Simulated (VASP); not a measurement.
Write the native input for VASP 6.6.1 that does the following.

```
Task                   : single point
Functional             : LDA
Potentials or basis    : VASP PAW LDA potentials, release 64 (Pt)
Cutoff                 : 520 eV
k mesh                 : 14 × 14 × 14
Occupations            : fermi-dirac, width 0.2 eV
Spin                   : no spin polarisation
Dipole correction      : no
Further INCAR settings : ALGO = Normal; EDIFF = 1e-06; NBANDS = 11
```

The structure of Pt lies in POSCAR:

```
Pt
1.0
    0.0000000000      1.9474302061      1.9474302061
    1.9474302061      0.0000000000      1.9474302061
    1.9474302061      1.9474302061      0.0000000000
Pt
1
Direct
    0.0000000000      0.0000000000      0.0000000000
```

The input as run:

INCAR

```
SYSTEM = Pt
  PREC = Accurate
  ENCUT = 520
  EDIFF = 1E-6
  ISMEAR = -1
  SIGMA = 0.2
  LREAL = .FALSE.
  LASPH = .TRUE.
  NELM = 80
  ALGO = Normal
  ISIF = 2
  LWAVE = .FALSE.
  LCHARG = .FALSE.
  GGA = CA
  NBANDS = 11
```

KPOINTS

```
Automatic mesh
0
G
  14 14 14
  0 0 0
```

Potentials or basis: VASP PAW LDA potentials, release 64 (Pt).

Run with:

```sh
$ cat potpaw_LDA.64/Pt/POTCAR > POTCAR
$ mpirun -np 1 vasp_std > vasp.out
```

Results of the run:

- Pressure: 1.7 GPa
- Band gap on the k mesh: zero (band 5 reaches 12.07 eV, above the bottom of band 6 at 9.75 eV)

Caveat: spin-orbit coupling is left out, which moves the levels of the heavy elements.

Wall time 7.6 s on 1 thread of Intel(R) Xeon(R) Platinum 8559C (Emerald Rapids), on a shared host, peak memory 0.12 GiB.
